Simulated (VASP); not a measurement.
Input of a VASP 6.6.1 run:

Contents of POSCAR:

```
MgO
1.0
    0.0000000000      2.0686600618      2.0686600618
    2.0686600618      0.0000000000      2.0686600618
    2.0686600618      2.0686600618      0.0000000000
Mg O
1 1
Direct
    0.0000000000      0.0000000000      0.0000000000
    0.5000000000      0.5000000000      0.5000000000
```

INCAR.step1

```
SYSTEM = MgO
PREC = Accurate ; ENCUT = 520
ISMEAR = -1 ; SIGMA = 0.05
LREAL = .False. ; LASPH = .True.
NELM = 60 ; NBANDS = 11
GGA = PE ; ALGO = Normal
EDIFF = 1E-4 ; LWAVE = .True.
LCHARG = .False.
```

Contents of INCAR.step2:

```
SYSTEM = MgO
PREC = Accurate ; ENCUT = 520
EDIFF = 1E-6 ; ISMEAR = -1
SIGMA = 0.05 ; LREAL = .False.
LASPH = .True. ; NELM = 60
ALGO = Normal ; ISIF = 2
LWAVE = .False. ; LCHARG = .True.
METAGGA = R2SCAN ; LMIXTAU = .True.
LELF = .True. ; LVHAR = .True.
NBANDS = 11 ; ISTART = 1
```

KPOINTS

```
Automatic mesh
0
Gamma
  11 11 11
  0 0 0
```

Potentials or basis: VASP PAW PBE potentials, release 64 (Mg, O).

Launch:

```console
$ cat potpaw_PBE.64/Mg/POTCAR potpaw_PBE.64/O/POTCAR > POTCAR
$ cp INCAR.step1 INCAR
$ mpirun -np 1 vasp_std > vasp.out
$ cp INCAR.step2 INCAR
$ mpirun -np 1 vasp_std > vasp.out
```

Q: Predict the band gap on the k mesh.

A: 6.17 eV, direct.

Q: Estimate the pressure.

A: 7.7 GPa.

Caveat: the PAW data sets were made with another functional, which shifts forces and pressure a little. r2SCAN opens gaps a little over a GGA but as a rule still falls short of measured ones.
